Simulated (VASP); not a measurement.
A run of VASP 6.6.1:

File POSCAR:

```
CdPt
1.0
    2.5749103065      0.0000000000      0.0000000000
    0.0000000000      2.5749103065      0.0000000000
    0.0000000000      0.0000000000      3.3606685796
Cd Pt
1 1
Direct
    0.0000000000      0.0000000000      0.0000000000
    0.5000000000      0.5000000000      0.5000000000
```

The input INCAR.step1:

```
PREC = Accurate ; ENCUT = 520
ISMEAR = -1 ; SIGMA = 0.05
LREAL = False ; LASPH = True
NELM = 100 ; NBANDS = 18
GGA = PE ; ALGO = Normal
EDIFF = 1E-4 ; LWAVE = True
LCHARG = False
```

INCAR.step2

```
PREC = Accurate ; ENCUT = 520
EDIFF = 1E-8 ; ISMEAR = -1
SIGMA = 0.05 ; LREAL = False
LASPH = True ; NELM = 100
ALGO = Normal ; ISIF = 2
LWAVE = False ; LCHARG = False
METAGGA = R2SCAN ; LMIXTAU = True
LEFG = True ; NBANDS = 18
ISTART = 1
```

Contents of KPOINTS:

```
Automatic mesh
0
Gamma
  12 12 9
```

Potentials or basis: VASP PAW PBE potentials, release 64 (Cd, Pt).

The run is started by

```console
$ cat potpaw_PBE.64/Cd/POTCAR potpaw_PBE.64/Pt/POTCAR > POTCAR
$ cp INCAR.step1 INCAR
$ mpirun -np 1 vasp_std > vasp.out
$ cp INCAR.step2 INCAR
$ mpirun -np 1 vasp_std > vasp.out
```

Hardware: 1 thread of Oxide Virtual Turin-like Processor, with other jobs on the host.

Question: How long does it take, and how much memory?

Answer: Wall time 3.4 min on 1 thread of Oxide Virtual Turin-like Processor, with other jobs on the host, peak memory 0.16 GiB. Counts: k points 140.
